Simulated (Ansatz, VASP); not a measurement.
Two plane-wave programs on Se

INCAR

```
ALGO = Normal
EDIFF = 1E-6
ENCUT = 520
GGA = CA
ISIF = 2
ISMEAR = 0
LASPH = T
LCHARG = T
LELF = T
LREAL = F
LVHAR = T
LWAVE = F
NBANDS = 9
NELM = 60
PREC = Accurate
SIGMA = 0.15
```

KPOINTS

```
k-points
0
Gamma
  20 20 20
```

POSCAR

```
Se
1.0
   -1.7290003441      1.7290003441      1.7034486149
    1.7290003441     -1.7290003441      1.7034486149
    1.7290003441      1.7290003441     -1.7034486149
Se
1
Direct
    0.0000000000      0.0000000000      0.0000000000
```

Input for Ansatz:

```yaml
crystal:
  lattice:
    - [-1.7290003441, 1.7290003441, 1.7034486149]
    - [1.7290003441, -1.7290003441, 1.7034486149]
    - [1.7290003441, 1.7290003441, -1.7034486149]
  atoms:
    - { symbol: Se, position: [0.0, 0.0, 0.0] }
basis:
  ecutwfc: 420
kpoints:
  mp_grid: { grid: [20, 20, 20] }
hamiltonian:
  xc: lda
scf:
  occupations: { method: gaussian, width: 0.15 }
output:
  forces: true
  stress: true
  eigenvalues: true
```

Change from the starting cell: strain +0.0150 x Voigt [1, 1, 0, 0, 0, 0], atoms carried along.

Alike in both runs: task single point; functional LDA; k mesh 20 × 20 × 20; occupations gaussian, width 0.15 eV; no spin polarisation.

|  | VASP | Ansatz |
| --- | --- | --- |
| version | VASP 6.6.1 | Ansatz 0.2.0 |
| potentials or method | VASP PAW LDA potentials, release 64 (Se), cutoff 520 eV | scalar-relativistic, plane waves, PAW |
| valence electrons in the cell | 6 | 16 |

Ansatz gave:

| Item | Value |
| --- | --- |
| gap on the k mesh at the Fermi level (eV) | none |
| pressure (GPa) | -5.6 |
| traceless stress, the component that is largest in VASP (GPa) | 0.70 |

Question: What did VASP give for the same quantities?

Answer: gap on the k mesh at the Fermi level (eV): none; pressure (GPa): -5.5; traceless stress, the component that is largest in VASP (GPa): 0.70.

LDA's correlation is that of Perdew and Zunger in VASP and of Perdew and Wang (1992) in Ansatz. A gap of «none» marks a metal or a gap that the smearing closes. VASP's potentials hold 6 valence electrons a cell and Ansatz's 16, so a difference there can come from the potentials and not from the codes.
